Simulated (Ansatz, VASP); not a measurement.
# One calculation of MnSn3, two programs

```
CELL_PARAMETERS angstrom
0.00000 3.65642 3.65642
3.65642 0.00000 3.65642
3.65642 3.65642 0.00000
ATOMIC_POSITIONS crystal
Sn 0.25000 0.25000 0.25000
Sn 0.75000 0.75000 0.75000
Sn 0.50000 0.50000 0.50000
Mn 0.00000 0.00000 0.00000
```

Alike in both runs: functional PBE; k mesh 6 × 6 × 6; occupations gaussian, width 0.1 eV; collinear spin.

Ansatz relaxed the structure, and its values are those at the end. VASP's run is a single point on that final structure, the one shown.

|  | VASP | Ansatz |
| --- | --- | --- |
| version | VASP 6.6.1 | Ansatz 0.2.0 |
| potentials or method | VASP PAW PBE potentials, release 64 (Sn_d, Mn_pv), cutoff 520 eV | scalar-relativistic, plane waves, PAW |
| valence electrons in the cell | 55 | 57 |

Ansatz gave:

```
gap on the k mesh at the Fermi level (eV)                     : none
pressure (GPa)                                                : 0.3
net moment per atom (μB)                                      : 0.95
size of the moment on the site where the two differ most (μB) : 4.04
```

Problem. Which values does VASP return?

Solution. gap on the k mesh at the Fermi level (eV): none; pressure (GPa): 0.2; net moment per atom (μB): 0.95; size of the moment on the site where the two differ most (μB): 3.88.

Site moments also hang on the region over which each program counts them. A gap of «none» marks a metal or a gap that the smearing closes. VASP's potentials hold 55 valence electrons a cell and Ansatz's 57, so a difference there can come from the potentials and not from the codes.
